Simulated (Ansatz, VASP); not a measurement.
La in VASP and in Ansatz

The input INCAR:

```
SYSTEM = La
PREC = Accurate ; ENCUT = 500
EDIFF = 1E-6 ; ISMEAR = 0
SIGMA = 0.05 ; LREAL = .FALSE.
LASPH = .TRUE. ; NELM = 200
ALGO = Normal ; ISIF = 2
LWAVE = .FALSE. ; LCHARG = .FALSE.
GGA = PE ; NBANDS = 12
GGA_COMPAT = .FALSE. ; LMAXMIX = 6
```

The input KPOINTS:

```
Automatic mesh
0
G
  6 6 6
  0 0 0
```

Contents of POSCAR:

```
La
1.0
   -2.1053195634      2.1053195634      2.1053195634
    2.1053195634     -2.1053195634      2.1053195634
    2.1053195634      2.1053195634     -2.1053195634
La
1
Direct
    0.0000000000      0.0000000000      0.0000000000
```

Input for Ansatz:

```yaml
crystal:
  lattice:
    - [-2.1053195634, 2.1053195634, 2.1053195634]
    - [2.1053195634, -2.1053195634, 2.1053195634]
    - [2.1053195634, 2.1053195634, -2.1053195634]
  atoms:
    - { symbol: La, position: [0.0, 0.0, 0.0] }
basis:
  ecutwfc: 420
  ecutrho_ratio: 4
kpoints:
  mp_grid: { grid: [6, 6, 6] }
hamiltonian:
  xc: pbe
scf:
  occupations: { method: gaussian, width: 0.05 }
output:
  forces: true
  stress: true
  eigenvalues: true
```

Alike in both runs: task single point; functional PBE; k mesh 6 × 6 × 6; occupations gaussian, width 0.05 eV; no spin polarisation.

|  | VASP | Ansatz |
| --- | --- | --- |
| version | VASP 6.6.1 | Ansatz 0.2.0 |
| potentials or method | VASP PAW PBE potentials, release 64 (La), cutoff 500 eV | scalar-relativistic, plane waves, PAW |
| valence electrons in the cell | 11 | 11 |

|  | VASP | Ansatz | Ansatz less VASP |
| --- | --- | --- | --- |
| pressure (GPa) | 1.3 | 1.2 | -0.01 |

Spin-orbit coupling is off throughout.
